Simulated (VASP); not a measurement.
# CaO (I4/mmm) in VASP: further runs

The runs below take CaO through single point, with PBE, r2SCAN.

Everything below comes from runs of VASP 6.6.1. Logs are shortened: lines on timing, memory, paths and dates and some standing lists are left out, and cuts for length are marked.

## Step 1: The cell of the first run

It takes space group I4/mmm (No. 139, tetragonal). The conventional cell has a = 3.391 Å, b = 3.391 Å, c = 4.615 Å, α = 90.00°, β = 90.00°, γ = 90.00°. Ca (site symmetry 4/mmm) has 6 O at 2.31 to 2.40 Å within 3.0 Å. Within 3.0 Å of O (site symmetry 4/mmm) lie 6 Ca at 2.31 to 2.40 Å.

## Step 2: Single point, PBE (uniaxial z strain -3.8%)

File INCAR:

```
  PREC = Accurate
  ENCUT = 520
  EDIFF = 1E-7
  ISMEAR = -1
  SIGMA = 0.02
  LREAL = F
  LASPH = T
  NELM = 60
  ALGO = Normal
  ISIF = 2
  LWAVE = F
  LCHARG = F
  GGA = PE
  NBANDS = 15
```

File KPOINTS:

```
Automatic mesh
0
Gamma
  10 10 10
```

File POSCAR:

```
CaO
1.0
    0.0000000000      2.3975502232      2.3076420899
    2.3975502232      0.0000000000      2.3076420899
    2.3975502232      2.3975502232      0.0000000000
Ca O
1 1
Direct
    0.0000000000      0.0000000000      0.0000000000
    0.5000000000      0.5000000000      0.5000000000
```

Potentials or basis: VASP PAW PBE potentials, release 64 (Ca_sv, O).

On the command line:

```sh
$ cat potpaw_PBE.64/Ca_sv/POTCAR potpaw_PBE.64/O/POTCAR > POTCAR
$ mpirun -np 1 vasp_std > vasp.out
```

OUTCAR:

```text
PREC = Accurate
   ENCUT = 520
   EDIFF = 1E-7
   ISMEAR = -1
   LREAL = F
   LASPH = T
   NELM = 60
   ISIF = 2
   GGA = PE

 ion  position               nearest neighbor table
   1  0.000  0.000  0.000-   2 2.31   2 2.31   2 2.40   2 2.40   2 2.40   2 2.40
   2  0.500  0.500  0.500-   1 2.31   1 2.31   1 2.40   1 2.40   1 2.40   1 2.40

  LATTYP: Found a body centered tetragonal cell.
 ALAT       =     3.3906480421
 C/A-ratio  =     1.3611805538

  Lattice vectors:

 A1 = (   0.0000000000,  -2.3975502232,  -2.3076420899)
 A2 = (   0.0000000000,   2.3975502232,  -2.3076420899)
 A3 = (   2.3975502232,   0.0000000000,   2.3076420899)

Analysis of symmetry for initial positions (statically):
=====================================================================
 Subroutine PRICEL returns:
 Original cell was already a primitive cell.

 Routine SETGRP: Setting up the symmetry group for a
 body centered tetragonal supercell.

 Subroutine GETGRP returns: Found 16 space group operations
 (whereof 16 operations were pure point group operations)
 out of a pool of 16 trial point group operations.

The static configuration has the point symmetry D_4h.

Analysis of symmetry for dynamics (positions and initial velocities):
=====================================================================
 Subroutine PRICEL returns:
 Original cell was already a primitive cell.

 Routine SETGRP: Setting up the symmetry group for a
 body centered tetragonal supercell.

 Subroutine GETGRP returns: Found 16 space group operations
 (whereof 16 operations were pure point group operations)
 out of a pool of 16 trial point group operations.

The dynamic configuration has the point symmetry D_4h.

 Subroutine INISYM returns: Found 16 space group operations
 (whereof 16 operations are pure point group operations),
 and found     1 'primitive' translations

----------------------------------------------------------------------------------------

                                     Primitive cell

  volume of cell :      26.5298

  direct lattice vectors                    reciprocal lattice vectors
     0.000000000  2.397550223  2.307642090    -0.208546205  0.208546205  0.216671382
     2.397550223  0.000000000  2.307642090     0.208546205 -0.208546205  0.216671382
     2.397550223  2.397550223  0.000000000     0.208546205  0.208546205 -0.216671382

[... 85 lines left out ...]
   EDIFFG = 0.1E-05   stopping-criterion for IOM
   NSW    =      0    number of steps for IOM
   IBRION =     -1    ionic relax: 0-MD 1-quasi-New 2-CG
   NFREE  =      0    steps in history (QN), initial steepest desc. (CG)
   ISIF   =      2    stress and relaxation
   ISYM   =      2    0-nonsym 1-usesym 2-fastsym
   POTIM  = 0.5000    time-step for ionic-motion
   TEBEG  =    0.0;   TEEND  =   0.0 temperature during run
   PSTRESS=    0.0 pullay stress
   NELECT =      16.0000    total number of electrons
   NUPDOWN=      -1.0000    fix difference up-down
   EMIN   =  10.00;   EMAX   =-10.00  energy-range for DOS
   EFERMI =   0.00;   METHOD = LEGACY
   ISMEAR =    -1;   SIGMA  =   0.02  broadening in eV -4-tet -1-fermi 0-gaus
   EFERMI_NEDOS =   21; number of points for ismear=-14 and -15
   IALGO  =     38    algorithm
   IMIX   =      4    mixing-type and parameters
     AMIX     =   0.40;   BMIX     =  1.00
     AMIX_MAG =   1.60;   BMIX_MAG =  1.00
  volume/ion in A,a.u.               =      13.26        89.52
  Fermi-wavevector in a.u.,A,eV,Ry     =   1.383153  2.613780 26.029469  1.913112
  Thomas-Fermi vector in A             =   2.507777
   LORBIT       =      0    0 simple, 1 ext, 2 COOP (PROOUT), +10 PAW based schemes
   GGA     = PE    functional components
   LHFCALC =     F    Hartree Fock is set to
   AEXX    =    0.0000 exact exchange contribution
   IVDW    =     0    specifies the selected vdW correction
   LEPSILON=     F    determine dielectric tensor
   LRPA    =     F    only Hartree local field effects (RPA)
 non-spin polarized calculation
  energy-cutoff  :      520.00
  volume of cell :       26.53
 maximum number of plane-waves:       740
 NGX is ok and might be reduce to    28
   NGX = 13   NGY = 13   NGZ = 13

 number of electron      15.9999996 magnetization

 Free energy of the ion-electron system (eV)
  ---------------------------------------------------
  ext. energy  EPLUGINS =         0.00000000
  ---------------------------------------------------
  free energy    TOTEN  =       -12.74373911 eV

  energy without entropy =      -12.74373911  energy(sigma->0) =      -12.74373911

 E-fermi :   3.0614     XC(G=0): -10.6956

 val. band max:        2.6952707891   @ k =   0.0000   0.0000   0.0000
 cond. band min:       6.1474329512   @ k =   0.5000   0.5000   0.0000
 fundamental gap:      3.4521621622
 Fermi energy:         3.0613503637

 k-point     1 :       0.0000    0.0000    0.0000
  band No.  band energies     occupation
      1     -34.8340      2.00000
      2     -15.5693      2.00000
      3     -15.5693      2.00000
      4     -15.5506      2.00000
      5     -13.0108      2.00000
      6       2.5751      2.00000
      7       2.5751      2.00000
      8       2.6953      2.00000
      9       7.6437      0.00000
     10       8.8685      0.00000
     11       8.8685      0.00000
     12       9.1358      0.00000
     13      10.3523      0.00000
     14      10.7920      0.00000
[... 401 lines left out ...]
      2     -16.3799      2.00000
      3     -15.8101      2.00000
      4     -15.7938      2.00000
      5     -12.3397      2.00000
      6       0.9472      2.00000
      7       1.9820      2.00000
      8       2.0780      2.00000
      9       6.8769      0.00000
     10      10.4896      0.00000
     11      11.5970      0.00000
     12      11.8538      0.00000
     13      11.9572      0.00000
     14      14.2265      0.00000
     15      19.0759      0.00000

 [... further k-points ...]
[... 5 lines left out ...]
  --------------------------------------------------------------------------------------
  -------------------------------------------------------------------------------------
  Total        0.9254355      0.9254355      2.3387453      0.0000000      0.0000000      0.0000000
  in kB       55.8885535     55.8885535    141.2406288      0.0000000      0.0000000      0.0000000
  external PRESSURE =      84.3392453 kB  Pullay stress =       0.0000000 kB

 VOLUME and BASIS-vectors are now :
 -----------------------------------------------------------------------------
  energy-cutoff  :      520.00
  volume of cell :       26.53
      direct lattice vectors                 reciprocal lattice vectors
     0.000000000  2.397550223  2.307642090    -0.208546205  0.208546205  0.216671382
     2.397550223  0.000000000  2.307642090     0.208546205 -0.208546205  0.216671382
     2.397550223  2.397550223  0.000000000     0.208546205  0.208546205 -0.216671382

 POSITION                                       TOTAL-FORCE (eV/Angst)
 -----------------------------------------------------------------------------------
      0.00000      0.00000      0.00000         0.000000      0.000000      0.000000
      2.39755      2.39755      2.30764         0.000000      0.000000      0.000000
 -----------------------------------------------------------------------------------
    total drift:                                0.000000      0.000000      0.000000

  FREE ENERGIE OF THE ION-ELECTRON SYSTEM (eV)
  ---------------------------------------------------
  free  energy   TOTEN  =       -12.7437391148 eV

  energy  without entropy=      -12.7437391148  energy(sigma->0) =      -12.74373911
```

OSZICAR:

```text
N       E                     dE             d eps       ncg     rms          rms(c)
DAV:   1     0.124784288533E+03    0.12478E+03   -0.84515E+03  3060   0.110E+03
DAV:   2    -0.930786668799E+01   -0.13409E+03   -0.12489E+03  3783   0.293E+02
DAV:   3    -0.143455355313E+02   -0.50377E+01   -0.50089E+01  3578   0.591E+01
DAV:   4    -0.144739916194E+02   -0.12846E+00   -0.12836E+00  4348   0.849E+00
DAV:   5    -0.144756229370E+02   -0.16313E-02   -0.16313E-02  3566   0.841E-01    0.860E+00
DAV:   6    -0.128118092647E+02    0.16638E+01   -0.49553E+00  3551   0.222E+01    0.347E+00
DAV:   7    -0.127475674220E+02    0.64242E-01   -0.39646E-01  3545   0.661E+00    0.178E+00
DAV:   8    -0.127448378965E+02    0.27295E-02   -0.74497E-02  3998   0.292E+00    0.422E-01
DAV:   9    -0.127431391572E+02    0.16987E-02   -0.49714E-03  3200   0.614E-01    0.107E-01
DAV:  10    -0.127437653177E+02   -0.62616E-03   -0.73300E-04  3775   0.245E-01    0.383E-02
DAV:  11    -0.127437402850E+02    0.25033E-04   -0.63668E-05  3735   0.901E-02    0.100E-02
DAV:  12    -0.127437390290E+02    0.12560E-05   -0.77203E-06  3606   0.302E-02    0.132E-03
DAV:  13    -0.127437391148E+02   -0.85806E-07   -0.40886E-07  3767   0.553E-03
   1 F= -.12743739E+02 E0= -.12743739E+02  d E =-.964246E-11
```

stdout:

```text
POSCAR found type information on POSCAR CaO
 POSCAR found :  2 types and       2 ions
 scaLAPACK will be used
 LDA part: xc-table for (Slater+PW92), standard interpolation
 POSCAR, INCAR and KPOINTS ok, starting setup
 FFT: planning ... GRIDC
 FFT: planning ... GRID_SOFT
 FFT: planning ... GRID
 WAVECAR not read
 entering main loop
```

Wall time 27 s (1 thread of Intel Xeon Platinum 8488C (Sapphire Rapids), shared host); peak memory 0.18 GiB.

Results:

```yaml
Free_energy: -12.7437 eV
Pressure: 8.4 GPa
Band_gap_on_the_k_mesh: 3.45 eV (least direct gap 3.94 eV)
```

Caveat: the cell differs from its parent crystal (uniaxial z strain -3.8%); the stress differs along the axes, from 6 to 14 GPa. A k mesh can miss the band edges.

## Step 3: Single point, r2SCAN (uniaxial z strain -3.8%)

POSCAR is that of step 2.

File INCAR.step1:

```
SYSTEM = CaO
PREC = Accurate ; ENCUT = 520
ISMEAR = 0 ; SIGMA = 0.01
LREAL = .FALSE. ; LASPH = .TRUE.
NELM = 60 ; NBANDS = 15
GGA = PE ; ALGO = Normal
EDIFF = 1E-4 ; LWAVE = .TRUE.
LCHARG = .FALSE.
```

File INCAR.step2:

```
SYSTEM = CaO
PREC = Accurate ; ENCUT = 520
EDIFF = 1E-6 ; ISMEAR = 0
SIGMA = 0.01 ; LREAL = .FALSE.
LASPH = .TRUE. ; NELM = 60
ALGO = Normal ; ISIF = 2
LWAVE = .FALSE. ; LCHARG = .TRUE.
METAGGA = R2SCAN ; LMIXTAU = .TRUE.
LELF = .TRUE. ; LVHAR = .TRUE.
NBANDS = 15 ; ISTART = 1
```

File KPOINTS:

```
Automatic mesh
0
G
  10 10 10
  0 0 0
```

Potentials or basis: VASP PAW PBE potentials, release 64 (Ca_sv, O).

On the command line:

```sh
$ cat potpaw_PBE.64/Ca_sv/POTCAR potpaw_PBE.64/O/POTCAR > POTCAR
$ cp INCAR.step1 INCAR
$ mpirun -np 1 vasp_std > vasp.out
$ cp INCAR.step2 INCAR
$ mpirun -np 1 vasp_std > vasp.out
```

Run time: 1.8 min. Hardware: 1 thread of Intel Xeon Platinum 8488C (Sapphire Rapids), shared host; peak memory 0.19 GiB.

The run converged. Its results:

- Free energy: -19.4103 eV
- Pressure: 6.5 GPa
- Band gap on the k mesh: 4.00 eV (least direct gap 4.49 eV)

Stress tensor (GPa, compression positive):
```
 3.47  0.00  0.00
 0.00  3.47  0.00
 0.00  0.00 12.66
```

Levels at points of the mesh, in eV from the valence-band top:
```csv
k point,band 5,band 6,band 7,band 8,band 9,band 10,band 11,band 12
"(0.00, 0.00, 0.00)",-16.65,-0.12,-0.12,0.00,5.67,6.80,6.80,7.07
"(0.50, 0.00, 0.00)",-15.13,-2.80,-1.39,-1.38,7.83,9.21,9.26,9.49
"(0.50, 0.50, 0.00)",-16.44,-1.17,-0.52,-0.52,4.00,9.08,9.82,10.48
"(0.50, 0.00, 0.50)",-16.44,-1.43,-0.46,-0.34,4.15,8.96,9.88,10.32
```

Caveat: the cell differs from its parent crystal (uniaxial z strain -3.8%); the stress differs along the axes, from 3 to 13 GPa; the PAW data sets were made with another functional, which shifts forces and pressure a little.
